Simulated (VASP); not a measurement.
GaP: single point with r2SCAN

GaP:

```xyz
2
Lattice="0.0000 2.6436 2.7944 2.6436 0.0000 2.7944 2.6436 2.6436 0.0000" Properties=species:S:1:pos:R:3 pbc="T T T"
Ga    0.0000    0.0000    0.0000
P     1.3218    1.3218    1.3972
```

This cell differs from its parent crystal: epitaxial xy strain -3.0%.

* Program: VASP 6.6.1
* Task: single point
* Functional: r2SCAN
* Potentials or basis: VASP PAW PBE potentials, release 64 (Ga_d, P)
* Cutoff: 520 eV
* k mesh: 8 × 8 × 8
* Occupations: fermi-dirac, width 0.02 eV
* Spin: non-collinear spin, zero start, spin-orbit coupling
* Starting moments: [[0.0, 0.0, 0.0], [0.0, 0.0, 0.0]] μB

```
Pressure                                              : 3.3 GPa
Net moment                                            : 0.00 μB per cell
Valence electrons inside the program's atomic spheres : Ga 11.74; P 2.57
```

Stress tensor (GPa, compression positive):
```
 4.95  0.00  0.00
 0.00  4.95  0.00
 0.00  0.00 -0.14
```

Moments on the atoms (μB; x, y, z):
```
Ga  0.00 0.00 0.00
P   0.00 0.00 0.00
```

Run time: 28 min on 1 thread of AMD EPYC 7R43 64-Core Processor (Zen 3), on a shared host, peak memory 0.35 GiB.

Caveat: the cell differs from its parent crystal (epitaxial xy strain -3.0%); the PAW data sets were made with another functional, which shifts forces and pressure a little.
